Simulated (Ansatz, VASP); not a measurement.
Mg3Se: VASP beside Ansatz

```xyz
4
Lattice="4.4615 0.0000 0.0000 0.0000 4.4615 0.0000 0.0000 0.0000 4.4615" Properties=species:S:1:pos:R:3 pbc="T T T"
Mg    0.0000    2.2307    2.2307
Mg    2.2307    0.0000    2.2307
Mg    2.2307    2.2307    0.0000
Se    0.0000    0.0000    0.0000
```

Alike in both runs: functional PBE; k mesh 10 × 10 × 10; occupations gaussian, width 0.1 eV; no spin polarisation.

Ansatz relaxed the structure, and its values are those at the end. VASP's run is a single point on that final structure, the one shown.

```csv
,VASP,Ansatz
version,VASP 6.6.1,Ansatz 0.2.0
potentials or method,"VASP PAW PBE potentials, release 64 (Mg, Se), cutoff 520 eV","scalar-relativistic, plane waves, PAW"
valence electrons in the cell,12,46
```

|  | VASP | Ansatz | Ansatz less VASP |
| --- | --- | --- | --- |
| gap on the k mesh at the Fermi level (eV) | none | none | - |
| pressure (GPa) | -0.1 | 0.0 | +0.11 |

A gap of «none» marks a metal or a gap that the smearing closes. VASP's potentials hold 12 valence electrons a cell and Ansatz's 46, so a difference there can come from the potentials and not from the codes.
